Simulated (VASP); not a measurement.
CdTe, 2 atoms in the cell. It takes space group F-43m (No. 216, cubic). Conventional cell: a = 6.410 Å, b = 6.410 Å, c = 6.410 Å, α = 90.00°, β = 90.00°, γ = 90.00°. Cd (site symmetry -43m) has 4 Te at 2.78 Å within 3.7 Å. Within 3.7 Å of Te (site symmetry -43m) lie 4 Cd at 2.78 Å. 

| Quantity | Value |
| --- | --- |
| Program | VASP 6.6.1 |
| Task | single point |
| Functional | PBEsol |
| Potentials or basis | VASP PAW PBE potentials, release 64 (Cd, Te) |
| Cutoff | 520 eV |
| k mesh | 4 × 4 × 4 |
| Occupations | gaussian, width 0.01 eV |
| Spin | no spin polarisation |
| Dipole correction | no |
| Further INCAR settings | ALGO = Normal; EDIFF = 1e-06; NBANDS = 16 |

Potentials or basis: VASP PAW PBE potentials, release 64 (Cd, Te).

Run with:

```bash
$ cat potpaw_PBE.64/Cd/POTCAR potpaw_PBE.64/Te/POTCAR > POTCAR
$ mpirun -np 1 vasp_std > vasp.out
```

Hardware: 1 thread of Intel(R) Xeon(R) Platinum 8259CL CPU @ 2.50GHz (Skylake/Cascade Lake), with other jobs on the host.

Q: How long does it take, and how much memory?

A: Wall time 19 s on 1 thread of Intel(R) Xeon(R) Platinum 8259CL CPU @ 2.50GHz (Skylake/Cascade Lake), with other jobs on the host, peak memory 0.2 GiB. Counts: scf iterations 13, k points 8.
